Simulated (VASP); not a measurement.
Wanted: the native input for a VASP 6.6.1 run.

```yaml
Task: single point
Functional: LDA
Potentials_or_basis: VASP PAW LDA potentials, release 64 (Ag)
Cutoff: 520 eV
k_mesh: 7 × 7 × 7
Occupations: fermi-dirac, width 0.1 eV
Spin: no spin polarisation
Dipole_correction: no
Further_INCAR_settings: ALGO = Normal; EDIFF = 1e-06; NBANDS = 54
```

The structure of Ag lies in POSCAR:

```
Ag
1.0
    5.0913624135      0.0000000000      0.0000000000
    0.0000000000      5.0913624135      0.0000000000
    0.0000000000      0.0000000000      5.0913624135
Ag
8
Direct
    1.0000000000      0.0000000000      0.0000000000
    0.5000000000      0.5000000000      0.5000000000
    0.2500000000      0.0000000000      0.5000000000
    0.7500000000      1.0000000000      0.5000000000
    0.5000000000      0.2500000000      0.0000000000
    0.5000000000      0.7500000000      0.0000000000
    0.0000000000      0.5000000000      0.2500000000
    1.0000000000      0.5000000000      0.7500000000
```

These files were run (other wordings do the same):

INCAR

```
PREC     = Accurate       # precision mode
ENCUT    = 520            # plane-wave cutoff, eV
EDIFF    = 1E-6           # SCF threshold, eV
ISMEAR   = -1             # smearing method
SIGMA    = 0.1            # smearing width, eV
LREAL    = F              # projectors in reciprocal space
LASPH    = T              # aspherical terms in the spheres
NELM     = 80             # most SCF steps
ALGO     = Normal         # electronic algorithm
ISIF     = 2              # what is computed and relaxed
LWAVE    = F              # write WAVECAR
LCHARG   = F              # write CHGCAR
NBANDS   = 54             # bands
```

KPOINTS

```
regular mesh
0
Gamma
  7 7 7
```

Potentials or basis: VASP PAW LDA potentials, release 64 (Ag).

The run is started by

```sh
$ cat potpaw_LDA.64/Ag/POTCAR > POTCAR
$ mpirun -np 1 vasp_std > vasp.out
```

It gave:

| Item | Value |
| --- | --- |
| Pressure | 0.2 GPa |
| Band gap on the k mesh | zero (band 44 reaches 9.53 eV, above the bottom of band 45 at 7.88 eV) |

Run time: 110 s on 1 thread of Intel(R) Xeon(R) Platinum 8488C (Sapphire Rapids) (shared host), peak memory 0.25 GiB.
